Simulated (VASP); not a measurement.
# NiO (rock salt type) (Fm-3m) in VASP: notebook, part 2 of 2

VASP 6.6.1. The steps go on from the part before.

**3. Single point, r2SCAN**

File POSCAR:

```
NiO
1.0
    0.0000000000      2.0228196542      2.0228196542
    2.0228196542      0.0000000000      2.0228196542
    2.0228196542      2.0228196542      0.0000000000
Ni O
1 1
Direct
    0.0000000000      0.0000000000      0.0000000000
    0.5000000000      0.5000000000      0.5000000000
```

File INCAR.step1:

```
PREC = Accurate
ENCUT = 520
ISMEAR = -1
SIGMA = 0.1
LREAL = False
LASPH = True
NELM = 60
NBANDS = 15
GGA = PE
ALGO = Normal
EDIFF = 1E-4
LWAVE = True
LCHARG = False
```

File INCAR.step2:

```
PREC = Accurate
ENCUT = 520
EDIFF = 1E-7
ISMEAR = -1
SIGMA = 0.1
LREAL = False
LASPH = True
NELM = 60
ALGO = Normal
ISIF = 2
LWAVE = False
LCHARG = False
METAGGA = R2SCAN
LMIXTAU = True
NBANDS = 15
ISTART = 1
```

File KPOINTS:

```
regular mesh
0
Gamma
  14 14 14
```

Potentials or basis: VASP PAW PBE potentials, release 64 (Ni, O).

Launch:

```sh
cat potpaw_PBE.64/Ni/POTCAR potpaw_PBE.64/O/POTCAR > POTCAR
cp INCAR.step1 INCAR
mpirun -np 1 vasp_std > vasp.out
cp INCAR.step2 INCAR
mpirun -np 1 vasp_std > vasp.out
```

OUTCAR:

```text
PREC = Accurate
   ENCUT = 520
   EDIFF = 1E-7
   ISMEAR = -1
   LREAL = False
   LASPH = True
   NELM = 60
   ISIF = 2
   METAGGA = R2SCAN
   ISTART = 1

 ion  position               nearest neighbor table
   1  0.000  0.000  0.000-   2 2.02   2 2.02   2 2.02   2 2.02   2 2.02   2 2.02
   2  0.500  0.500  0.500-   1 2.02   1 2.02   1 2.02   1 2.02   1 2.02   1 2.02

  LATTYP: Found a face centered cubic cell.
 ALAT       =     4.0456393084

  Lattice vectors:

 A1 = (   0.0000000000,   2.0228196542,   2.0228196542)
[... 608 lines left out ...]
      9       9.5587      0.22110
     10      15.4544      0.00000
     11      23.0374      0.00000
     12      25.3001      0.00000
     13      27.2712      0.00000
     14      29.7475      0.00000
     15      35.6892      0.00000

 [... further k-points ...]
[... 5 lines left out ...]
  --------------------------------------------------------------------------------------
  -------------------------------------------------------------------------------------
  Total        1.3643485      1.3643485      1.3643485      0.0000000      0.0000000      0.0000000
  in kB      132.0487884    132.0487884    132.0487884      0.0000000      0.0000000      0.0000000
  external PRESSURE =     132.0487884 kB  Pullay stress =       0.0000000 kB

 VOLUME and BASIS-vectors are now :
 -----------------------------------------------------------------------------
  energy-cutoff  :      520.00
  volume of cell :       16.55
      direct lattice vectors                 reciprocal lattice vectors
     0.000000000  2.022819654  2.022819654    -0.247179722  0.247179722  0.247179722
     2.022819654  0.000000000  2.022819654     0.247179722 -0.247179722  0.247179722
     2.022819654  2.022819654  0.000000000     0.247179722  0.247179722 -0.247179722

 POSITION                                       TOTAL-FORCE (eV/Angst)
 -----------------------------------------------------------------------------------
      0.00000      0.00000      0.00000         0.000000      0.000000      0.000000
      2.02282      2.02282      2.02282        -0.000000     -0.000000     -0.000000
 -----------------------------------------------------------------------------------
    total drift:                                0.000000     -0.000000     -0.000000

  FREE ENERGIE OF THE ION-ELECTRON SYSTEM (eV)
  ---------------------------------------------------
  free  energy   TOTEN  =       -19.2651322952 eV

  energy  without entropy=      -19.2115323813  energy(sigma->0) =      -19.23833234
```

OSZICAR.step1:

```text
N       E                     dE             d eps       ncg     rms          rms(c)
DAV:   1     0.749879849592E+02    0.74988E+02   -0.77138E+03  3320   0.140E+03
DAV:   2    -0.987131656718E+01   -0.84859E+02   -0.75296E+02  3512   0.263E+02
DAV:   3    -0.134164873934E+02   -0.35452E+01   -0.34735E+01  3673   0.577E+01
DAV:   4    -0.134472839638E+02   -0.30797E-01   -0.30787E-01  3778   0.520E+00
DAV:   5    -0.134480025143E+02   -0.71855E-03   -0.71854E-03  3823   0.812E-01    0.144E+01
DAV:   6    -0.124424905315E+02    0.10055E+01   -0.10460E+01  3285   0.671E+01    0.141E+01
DAV:   7    -0.113661314172E+02    0.10764E+01   -0.42309E+00  3323   0.529E+01    0.588E+00
DAV:   8    -0.113216175773E+02    0.44514E-01   -0.27311E-01  3937   0.988E+00    0.185E+00
DAV:   9    -0.113185959213E+02    0.30217E-02   -0.24771E-02  4272   0.241E+00    0.169E-01
DAV:  10    -0.113184330998E+02    0.16282E-03   -0.22752E-03  4086   0.102E+00    0.961E-02
DAV:  11    -0.113183502422E+02    0.82858E-04   -0.33775E-04  3634   0.358E-01
   1 F= -.11318350E+02 E0= -.11290162E+02  d E =-.563764E-01
```

It took 38 s on 1 thread of Intel Xeon 6975P-C (Granite Rapids), shared host; peak memory 0.16 GiB.

What came out:

| Quantity | Value |
| --- | --- |
| Free energy | -19.2651 eV |
| Pressure | 13.2 GPa |
| Band gap on the k mesh | zero (band 8 reaches 10.81 eV, above the bottom of band 9 at 7.54 eV) |

Levels at points of the mesh, in eV from the Fermi level:
```
           k point  band 6  band 7  band 8  band 9  band 10  band 11
(0.00, 0.00, 0.00)   -2.60   -2.60   -1.81   -1.81     2.55    18.85
(0.50, 0.00, 0.00)   -1.61   -1.17    1.46    1.46     6.30    11.69
(0.50, 0.50, 0.00)   -1.34   -1.34   -1.34   -0.61     7.49    11.94
```

Caveat: the PAW data sets were made with another functional, which shifts forces and pressure a little; the run has no spin polarisation, though such a crystal can be magnetic; semilocal functionals often make such compounds metallic where correlation or magnetic order opens a gap, which also shifts bond lengths. With open d or f shells a metallic result of r2SCAN can be an artefact of self-interaction; +U or a hybrid may open a gap.

**4. Single point, r2SCAN**

This run uses another cell than the first one, of 8.55 Å³/atom, 1.033 times its volume.

File POSCAR:

```
NiO
1.0
    0.0000000000      2.0445720710      2.0445720710
    2.0445720710      0.0000000000      2.0445720710
    2.0445720710      2.0445720710      0.0000000000
Ni O
1 1
Direct
    0.0000000000      0.0000000000      0.0000000000
    0.5000000000      0.5000000000      0.5000000000
```

File INCAR.step1:

```
SYSTEM = NiO
PREC = Accurate ; ENCUT = 520
ISMEAR = -1 ; SIGMA = 0.1
LREAL = .False. ; LASPH = .True.
NELM = 80 ; NBANDS = 15
GGA = PE ; ALGO = Normal
EDIFF = 1E-4 ; LWAVE = .True.
LCHARG = .False.
```

File INCAR.step2:

```
SYSTEM = NiO
PREC = Accurate ; ENCUT = 520
EDIFF = 1E-7 ; ISMEAR = -1
SIGMA = 0.1 ; LREAL = .False.
LASPH = .True. ; NELM = 80
ALGO = Normal ; ISIF = 2
LWAVE = .False. ; LCHARG = .False.
METAGGA = R2SCAN ; LMIXTAU = .True.
NBANDS = 15 ; ISTART = 1
```

File KPOINTS:

```
regular mesh
0
Gamma
  14 14 14
  0 0 0
```

Launch:

```sh
cat potpaw_PBE.64/Ni/POTCAR potpaw_PBE.64/O/POTCAR > POTCAR
cp INCAR.step1 INCAR
mpirun -np 1 vasp_std > vasp.out
cp INCAR.step2 INCAR
mpirun -np 1 vasp_std > vasp.out
```

It took 39 s on 1 thread of Intel Xeon 6975P-C (Granite Rapids), shared host; peak memory 0.15 GiB.

Results (log left out):

```
Free energy            : -19.2951 eV
Pressure               : 4.4 GPa
Band gap on the k mesh : zero (band 8 reaches 10.22 eV, above the bottom of band 9 at 7.11 eV)
```

Levels at points of the mesh, in eV from the Fermi level:
| k point | band 5 | band 6 | band 7 | band 8 | band 9 | band 10 | band 11 | band 12 |
| --- | --- | --- | --- | --- | --- | --- | --- | --- |
| (0.00, 0.00, 0.00) | -2.47 | -2.47 | -2.47 | -1.71 | -1.71 | 2.36 | 18.76 | 20.11 |
| (0.50, 0.00, 0.00) | -1.55 | -1.55 | -1.13 | 1.40 | 1.40 | 6.25 | 11.37 | 15.23 |
| (0.50, 0.50, 0.00) | -3.50 | -1.29 | -1.29 | -1.27 | -0.61 | 7.29 | 11.72 | 13.08 |

Caveat: the PAW data sets were made with another functional, which shifts forces and pressure a little; the run has no spin polarisation, though such a crystal can be magnetic; semilocal functionals often make such compounds metallic where correlation or magnetic order opens a gap, which also shifts bond lengths.
